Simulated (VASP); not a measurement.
Set up this calculation in VASP 6.6.1, as the native input.

```
Task                               : single point
Functional                         : HSE06
Potentials or basis                : VASP PAW PBE potentials, release 64 (Cd, Te)
Cutoff                             : 520 eV
k mesh                             : 4 × 4 × 4
Occupations                        : gaussian, width 0.02 eV
Spin                               : no spin polarisation
Dipole correction                  : no
Grid for exact exchange (PRECFOCK) : Normal
Further INCAR settings             : ALGO = Normal; EDIFF = 1e-06; NBANDS = 16
Share of exact exchange            : 0.25
Screening parameter                : 0.2079 1/Å
```

The system is CdTe.

```xyz
2
Lattice="0.0000 3.2534 3.2534 3.2534 0.0000 3.2534 3.2534 3.2534 0.0000" Properties=species:S:1:pos:R:3 pbc="T T T"
Cd    0.0000    0.0000    0.0000
Te    1.6267    1.6267    1.6267
```

One way to write it, as run:

POSCAR

```
CdTe
1.0
    0.0000000000      3.2533737905      3.2533737905
    3.2533737905      0.0000000000      3.2533737905
    3.2533737905      3.2533737905      0.0000000000
Cd Te
1 1
Direct
    0.0000000000      0.0000000000      0.0000000000
    0.2500000000      0.2500000000      0.2500000000
```

INCAR.step1

```
SYSTEM = CdTe
ALGO = Normal
EDIFF = 1E-5
ENCUT = 520
GGA = PE
ISIF = 2
ISMEAR = 0
LASPH = .TRUE.
LCHARG = .FALSE.
LREAL = .FALSE.
LWAVE = .TRUE.
NBANDS = 16
NELM = 60
PREC = Accurate
SIGMA = 0.02
```

INCAR.step2

```
SYSTEM = CdTe
ALGO = Normal
EDIFF = 1E-6
ENCUT = 520
GGA = PE
HFSCREEN = 0.2079
ISIF = 2
ISMEAR = 0
ISTART = 1
LASPH = .TRUE.
LCHARG = .FALSE.
LHFCALC = .TRUE.
LREAL = .FALSE.
LWAVE = .FALSE.
NBANDS = 16
NELM = 60
PREC = Accurate
PRECFOCK = Normal
SIGMA = 0.02
```

KPOINTS

```
k-points
0
G
  4 4 4
  0 0 0
```

Potentials or basis: VASP PAW PBE potentials, release 64 (Cd, Te).

The run is started by

```sh
$ cat potpaw_PBE.64/Cd/POTCAR potpaw_PBE.64/Te/POTCAR > POTCAR
$ cp INCAR.step1 INCAR
$ mpirun -np 1 vasp_std > vasp.out
$ cp INCAR.step2 INCAR
$ mpirun -np 1 vasp_std > vasp.out
```

It gave:

The pressure is 1.3 GPa. The band gap on the k mesh is 1.52 eV.

Caveat: the PAW data sets were made with another functional, which shifts forces and pressure a little; spin-orbit coupling is left out, which moves the levels of the heavy elements.

It took 13 min on 1 thread of Intel(R) Xeon(R) Platinum 8259CL CPU @ 2.50GHz (Skylake/Cascade Lake), on a shared host, peak memory 0.32 GiB.
